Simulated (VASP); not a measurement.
# Zr2H3 (P-3m1) in VASP: notebook

The runs below take Zr2H3 through single point, relaxation of cell and atoms, with PBE.

Program: VASP 6.6.1. These are calculated values, not measurements. Logs are shortened: lines on timing, memory, paths and dates and some standing lists are left out, and cuts for length are marked.

**1. The cell of the first run**

It takes space group P-3m1 (No. 164, trigonal). Conventional cell: a = 3.374 Å, b = 3.374 Å, c = 6.251 Å, α = 90.00°, β = 90.00°, γ = 120.00°. Within 2.6 Å of Zr (site symmetry 3m) lie 3 H at 1.93 Å. Within 2.2 Å of H (site symmetry 2/m) lie 4 H at 1.69 Å and 2 Zr at 1.93 Å.

The cell was built from a structure type or drawn by symmetry, and may not be a known phase.

**2. Single point, PBE**

INCAR

```
SYSTEM = Zr2H3
PREC = Accurate ; ENCUT = 520
EDIFF = 1E-6 ; ISMEAR = 0
SIGMA = 0.1 ; LREAL = .FALSE.
LASPH = .TRUE. ; NELM = 80
ALGO = Normal ; ISIF = 2
LWAVE = .FALSE. ; LCHARG = .FALSE.
GGA = PE ; NBANDS = 22
```

KPOINTS

```
regular mesh
0
G
  6 6 4
  0 0 0
```

POSCAR

```
Zr2H3
1.0
    3.3741957700      0.0000000000      0.0000000000
   -1.6870978800      2.9221392500      0.0000000000
    0.0000000000      0.0000000000      6.2507765900
Zr H
2 3
Direct
    0.3333333300      0.6666666700      0.7658307500
    0.6666666700      0.3333333300      0.2341692500
    0.5000000000      0.0000000000      0.5000000000
    0.0000000000      0.5000000000      0.5000000000
    0.5000000000      0.5000000000      0.5000000000
```

Potentials or basis: VASP PAW PBE potentials, release 64 (Zr_sv, H).

Run with:

```
cat potpaw_PBE.64/Zr_sv/POTCAR potpaw_PBE.64/H/POTCAR > POTCAR
mpirun -np 1 vasp_std > vasp.out
```

OUTCAR:

```text
SYSTEM = Zr2H3
   PREC = Accurate
   ENCUT = 520
   EDIFF = 1E-6
   ISMEAR = 0
   LREAL = .FALSE.
   LASPH = .TRUE.
   NELM = 80
   ISIF = 2
   GGA = PE

 ion  position               nearest neighbor table
   1  0.333  0.667  0.766-   3 1.93   4 1.93   5 1.93   2 3.52   2 3.52   2 3.52   2 3.85   2 3.85
                             2 3.85
   2  0.667  0.333  0.234-   3 1.93   4 1.93   5 1.93   1 3.52   1 3.52   1 3.52   1 3.85   1 3.85
                             1 3.85
   3  0.500  0.000  0.500-   1 1.93   2 1.93
   4  0.000  0.500  0.500-   1 1.93   2 1.93
   5  0.500  0.500  0.500-   1 1.93   2 1.93

  LATTYP: Found a hexagonal cell.
 ALAT       =     3.3741957700
 C/A-ratio  =     1.8525233911

  Lattice vectors:

 A1 = (   3.3741957700,   0.0000000000,   0.0000000000)
 A2 = (  -1.6870978800,   2.9221392500,   0.0000000000)
 A3 = (   0.0000000000,   0.0000000000,   6.2507765900)

Analysis of symmetry for initial positions (statically):
=====================================================================
 Subroutine PRICEL returns:
 Original cell was already a primitive cell.

 Routine SETGRP: Setting up the symmetry group for a
 hexagonal supercell.

 Subroutine GETGRP returns: Found 12 space group operations
 (whereof 12 operations were pure point group operations)
 out of a pool of 24 trial point group operations.

The static configuration has the point symmetry D_3d.

Analysis of symmetry for dynamics (positions and initial velocities):
=====================================================================
 Subroutine PRICEL returns:
 Original cell was already a primitive cell.

 Routine SETGRP: Setting up the symmetry group for a
 hexagonal supercell.

 Subroutine GETGRP returns: Found 12 space group operations
 (whereof 12 operations were pure point group operations)
 out of a pool of 24 trial point group operations.

The dynamic configuration has the point symmetry D_3d.

 Subroutine INISYM returns: Found 12 space group operations
 (whereof 12 operations are pure point group operations),
 and found     1 'primitive' translations

----------------------------------------------------------------------------------------

                                     Primitive cell

  volume of cell :      61.6318

  direct lattice vectors                    reciprocal lattice vectors
     3.374195770  0.000000000  0.000000000     0.296366918  0.171107519  0.000000000
    -1.687097880  2.922139250  0.000000000     0.000000000  0.342215040  0.000000000
     0.000000000  0.000000000  6.250776590     0.000000000  0.000000000  0.159980122

  length of vectors
     3.374195770  3.374195764  6.250776590     0.342215039  0.342215040  0.159980122

  position of ions in fractional coordinates (direct lattice)
     0.333333330  0.666666670  0.765830750
     0.666666670  0.333333330  0.234169250
     0.500000000  0.000000000  0.500000000
     0.000000000  0.500000000  0.500000000
     0.500000000  0.500000000  0.500000000

  ion indices of the primitive-cell ions
   primitive index   ion index
                 1           1
                 2           2
                 3           3
                 4           4
                 5           5

----------------------------------------------------------------------------------------

 KPOINTS: regular mesh

Automatic generation of k-mesh.
 Grid dimensions read from file:
 generate k-points for:    6    6    4

 Generating k-lattice:

  Cartesian coordinates                     Fractional coordinates (reciprocal lattice)
     0.049394486  0.028517920  0.000000000     0.166666667  0.000000000  0.000000000
     0.000000000  0.057035840  0.000000000     0.000000000  0.166666667  0.000000000
     0.000000000  0.000000000  0.039995030     0.000000000  0.000000000  0.250000000

  Length of vectors
     0.057035840  0.057035840  0.039995030

  Shift w.r.t. Gamma in fractional coordinates (k-lattice)
     0.000000000  0.000000000  0.000000000

 Subroutine IBZKPT returns following result:
 ===========================================

 Found     24 irreducible k-points:

 Following reciprocal coordinates:
            Coordinates               Weight
  0.000000  0.000000  0.000000      1.000000
  0.166667  0.000000  0.000000      6.000000
  0.333333  0.000000  0.000000      6.000000
  0.500000  0.000000  0.000000      3.000000
  0.166667  0.166667  0.000000      6.000000
  0.333333  0.166667  0.000000     12.000000
[... 16 lines left out ...]
  0.333333  0.166667  0.500000     12.000000
  0.333333  0.333333  0.500000      2.000000
   k-points           NKPTS =     24   k-points in BZ     NKDIM =     24   number of bands    NBANDS=     22
   number of dos      NEDOS =    301   number of ions     NIONS =      5
   total plane-waves  NPLWV =  37632
   dimension x,y,z NGX =    28 NGY =   28 NGZ =   48
   dimension x,y,z NGXF=    56 NGYF=   56 NGZF=   96
   ions per type =               2   3
   NGX,Y,Z   is equivalent  to a cutoff of  13.80, 13.80, 12.77 a.u.
   NGXF,Y,Z  is equivalent  to a cutoff of  27.59, 27.59, 25.53 a.u.
 SYSTEM =  Zr2H3
   PREC   = accura    normal or accurate (medium, high low for compatibility)
   ISTART =      0    job   : 0-new  1-cont  2-samecut
   ICHARG =      2    charge: 1-file 2-atom 10-const
   ISPIN  =      1    spin polarized calculation?
   LNONCOLLINEAR =      F non collinear calculations
   LSORBIT =      F    spin-orbit coupling
   LASPH  =      T    aspherical Exc in radial PAW
   ENCUT  =  520.0 eV  38.22 Ry    6.18 a.u.   6.27  6.27 11.62*2*pi/ulx,y,z
   NELM   =     80;   NELMIN=  2; NELMDL= -5     # of ELM steps
   EDIFF  = 0.1E-05   stopping-criterion for ELM
   LREAL  =      F    real-space projection
   EDIFFG = 0.1E-04   stopping-criterion for IOM
   NSW    =      0    number of steps for IOM
   IBRION =     -1    ionic relax: 0-MD 1-quasi-New 2-CG
   NFREE  =      0    steps in history (QN), initial steepest desc. (CG)
   ISIF   =      2    stress and relaxation
   ISYM   =      2    0-nonsym 1-usesym 2-fastsym
   POTIM  = 0.5000    time-step for ionic-motion
   TEBEG  =    0.0;   TEEND  =   0.0 temperature during run
   PSTRESS=    0.0 pullay stress
   NELECT =      27.0000    total number of electrons
   NUPDOWN=      -1.0000    fix difference up-down
   EMIN   =  10.00;   EMAX   =-10.00  energy-range for DOS
   EFERMI =   0.00;   METHOD = LEGACY
   ISMEAR =     0;   SIGMA  =   0.10  broadening in eV -4-tet -1-fermi 0-gaus
   EFERMI_NEDOS =   21; number of points for ismear=-14 and -15
   IALGO  =     38    algorithm
   IMIX   =      4    mixing-type and parameters
     AMIX     =   0.40;   BMIX     =  1.00
     AMIX_MAG =   1.60;   BMIX_MAG =  1.00
  volume/ion in A,a.u.               =      12.33        83.18
  Fermi-wavevector in a.u.,A,eV,Ry     =   1.243353  2.349596 21.033602  1.545926
  Thomas-Fermi vector in A             =   2.377667
   LORBIT       =      0    0 simple, 1 ext, 2 COOP (PROOUT), +10 PAW based schemes
   GGA     = PE    functional components
   LHFCALC =     F    Hartree Fock is set to
   AEXX    =    0.0000 exact exchange contribution
   IVDW    =     0    specifies the selected vdW correction
   LEPSILON=     F    determine dielectric tensor
   LRPA    =     F    only Hartree local field effects (RPA)
 non-spin polarized calculation
 Gauss-broadening in eV      SIGMA  =   0.10
  energy-cutoff  :      520.00
  volume of cell :       61.63
 maximum number of plane-waves:      1680
 NGX is ok and might be reduce to    28
   NGX = 13   NGY = 13   NGZ = 23

 number of electron      26.9999999 magnetization

 Free energy of the ion-electron system (eV)
  ---------------------------------------------------
  ext. energy  EPLUGINS =         0.00000000
  ---------------------------------------------------
  free energy    TOTEN  =       -25.60082308 eV

  energy without entropy =      -25.58472380  energy(sigma->0) =      -25.59277344

 E-fermi :   6.2823     XC(G=0): -10.4595

 val. band max:        6.2811337239   @ k =   0.0000   0.0000   0.0000
 cond. band min:       6.3979780152   @ k =  -0.1667   0.5000   0.2500
 fundamental gap:      0.1168442913
 Fermi energy:         6.2822911320

 k-point     1 :       0.0000    0.0000    0.0000
  band No.  band energies     occupation
      1     -42.3428      2.00000
      2     -42.3113      2.00000
      3     -20.5734      2.00000
      4     -20.1872      2.00000
      5     -20.1632      2.00000
      6     -20.1632      2.00000
[... 14 lines left out ...]
     21      11.1202      0.00000
     22      13.9768      0.00000

 k-point     2 :       0.1667    0.0000    0.0000
  band No.  band energies     occupation
      1     -42.3288      2.00000
      2     -42.3010      2.00000
      3     -20.5325      2.00000
      4     -20.2770      2.00000
      5     -20.2395      2.00000
      6     -20.1934      2.00000
[... 14 lines left out ...]
     21      10.5662      0.00000
     22      13.6740      0.00000

 k-point     3 :       0.3333    0.0000    0.0000
  band No.  band energies     occupation
      1     -42.2997      2.00000
      2     -42.2815      2.00000
      3     -20.4997      2.00000
      4     -20.4618      2.00000
      5     -20.4348      2.00000
      6     -20.2518      2.00000
[... 14 lines left out ...]
     21      11.4417      0.00000
     22      12.9248      0.00000
[... 476 lines left out ...]
 k-point    23 :       0.3333    0.1667    0.5000
  band No.  band energies     occupation
      1     -42.2801      2.00000
      2     -42.2767      2.00000
      3     -20.5619      2.00000
      4     -20.5526      2.00000
      5     -20.3360      2.00000
      6     -20.3243      2.00000
[... 14 lines left out ...]
     21      12.0944      0.00000
     22      13.5801      0.00000

 k-point    24 :       0.3333    0.3333    0.5000
  band No.  band energies     occupation
      1     -42.2722      2.00000
      2     -42.2722      2.00000
      3     -20.4986      2.00000
      4     -20.4986      2.00000
      5     -20.4624      2.00000
      6     -20.4415      2.00000
[... 14 lines left out ...]
     21      13.1669      0.00000
     22      13.2277      0.00000

------------------------ aborting loop because EDIFF is reached ----------------------------------------

  FORCE on cell =-STRESS in cart. coord.  units (eV):
  Direction    XX          YY          ZZ          XY          YZ          ZX
  --------------------------------------------------------------------------------------
  -------------------------------------------------------------------------------------
  Total        2.6015644      2.6015644     -7.3330596      0.0000000      0.0000000      0.0000000
  in kB       67.6300970     67.6300968   -190.6297313      0.0000001      0.0000000      0.0000000
  external PRESSURE =     -18.4565125 kB  Pullay stress =       0.0000000 kB

 VOLUME and BASIS-vectors are now :
 -----------------------------------------------------------------------------
  energy-cutoff  :      520.00
  volume of cell :       61.63
      direct lattice vectors                 reciprocal lattice vectors
     3.374195770  0.000000000  0.000000000     0.296366918  0.171107519  0.000000000
    -1.687097880  2.922139250  0.000000000     0.000000000  0.342215040  0.000000000
     0.000000000  0.000000000  6.250776590     0.000000000  0.000000000  0.159980122

 POSITION                                       TOTAL-FORCE (eV/Angst)
 -----------------------------------------------------------------------------------
     -0.00000      1.94809      4.78704        -0.000000     -0.000000     -0.358129
      1.68710      0.97405      1.46374         0.000000      0.000000      0.358129
      1.68710      0.00000      3.12539         0.000000      0.000000     -0.000000
     -0.84355      1.46107      3.12539         0.000000      0.000000     -0.000000
      0.84355      1.46107      3.12539         0.000000      0.000000     -0.000000
 -----------------------------------------------------------------------------------
    total drift:                                0.000000      0.000000     -0.000000

  FREE ENERGIE OF THE ION-ELECTRON SYSTEM (eV)
  ---------------------------------------------------
  free  energy   TOTEN  =       -25.6008230769 eV

  energy  without entropy=      -25.5847237988  energy(sigma->0) =      -25.59277344
```

Run time: 51 s. Hardware: 1 thread of Intel Xeon Platinum 8375C at 2.90GHz (Ice Lake), shared host; peak memory 0.19 GiB.

What came out:

```yaml
Free_energy: -25.6008 eV
Pressure: -1.8 GPa
Largest_force: 0.358 eV/Å
Band_gap_on_the_k_mesh: zero (an odd number of electrons rules out a gap without spin polarisation)
```

Forces in eV/Å, atoms in the order of the input:
```
Zr   0.000  0.000 -0.358
Zr   0.000  0.000  0.358
H    0.000  0.000  0.000
H    0.000  0.000  0.000
H    0.000  0.000  0.000
```

(Part 1 of 3 ends here.)
